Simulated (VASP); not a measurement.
Wanted: the native input for a VASP 6.6.1 run.

```
Task                   : single point
Functional             : PBE
Potentials or basis    : VASP PAW PBE potentials, release 64 (B, P, H)
Cutoff                 : 520 eV
k mesh                 : 1 × 1 × 7
Occupations            : gaussian, width 0.05 eV
Spin                   : no spin polarisation
Dipole correction      : no
Further INCAR settings : LREAL = Auto; ALGO = Normal; EDIFF = 1e-07; NBANDS = 50
```

The structure of B3P3H7 lies in POSCAR:

```
B3P3H7
1.0
   16.2000000000      0.0000000000      0.0000000000
    0.0000000000     16.5000000000      0.0000000000
    0.0000000000      0.0000000000      4.6169353108
B P H
6 6 14
Direct
    0.5397385554      0.5390017860     -0.0003634794
    0.5396787712      0.4011338825      0.5008305651
    0.5386158326      0.6779240168      0.5081847810
    0.3993168895      0.5389988441      0.5008190949
    0.6812390818      0.5378340052      0.5082028531
    0.3981632887      0.4000647924     -0.0074914318
    0.6076851791      0.6056834206      0.7395886285
    0.3346228861      0.4705964834      0.2461193985
    0.6082848504      0.4733910654      0.2626069936
    0.4699745199      0.3376562528      0.2461268899
    0.4729398369      0.6063298287      0.2626049371
    0.4692033288      0.4697794369      0.7497722340
    0.6572741787      0.6543506389      0.9235899655
    0.5828624611      0.3563384773      0.6421575833
    0.5821886703      0.7192309303      0.3547656889
    0.4912666466      0.7162386377      0.6581043975
    0.2808356013      0.5180823818      0.0732573655
    0.2753928647      0.4239725650      0.4003065821
    0.6569995996      0.4217140154      0.0856621932
    0.3537172337      0.5814184780      0.6421574521
    0.7233368226      0.5805938980      0.3547922481
    0.7202390032      0.4913214236      0.6581189128
    0.5183135012      0.2848197870      0.0732702305
    0.4224667748      0.2795211917      0.4003307995
    0.4203308635      0.6541827686      0.0856584580
    0.3536761371      0.3563959463      0.8516310360
```

These files were run (other wordings do the same):

INCAR

```
SYSTEM = B3P3H7
PREC = Accurate
ENCUT = 520
EDIFF = 1E-7
ISMEAR = 0
SIGMA = 0.05
LREAL = Auto
LASPH = .True.
NELM = 100
ALGO = Normal
ISIF = 2
LWAVE = .False.
LCHARG = .False.
GGA = PE
NBANDS = 50
```

KPOINTS

```
Automatic mesh
0
Gamma
  1 1 7
  0 0 0
```

Potentials or basis: VASP PAW PBE potentials, release 64 (B, P, H).

Command:

```console
$ cat potpaw_PBE.64/B/POTCAR potpaw_PBE.64/P/POTCAR potpaw_PBE.64/H/POTCAR > POTCAR
$ mpirun -np 1 vasp_std > vasp.out
```

Results of the run:

```json
{"Largest force": "0.040 eV/Å", "Band gap on the k mesh": "3.67 eV"}
```

It took 17 min on 1 thread of Intel(R) Xeon(R) Platinum 8488C (Sapphire Rapids) (shared host), peak memory 1.1 GiB.
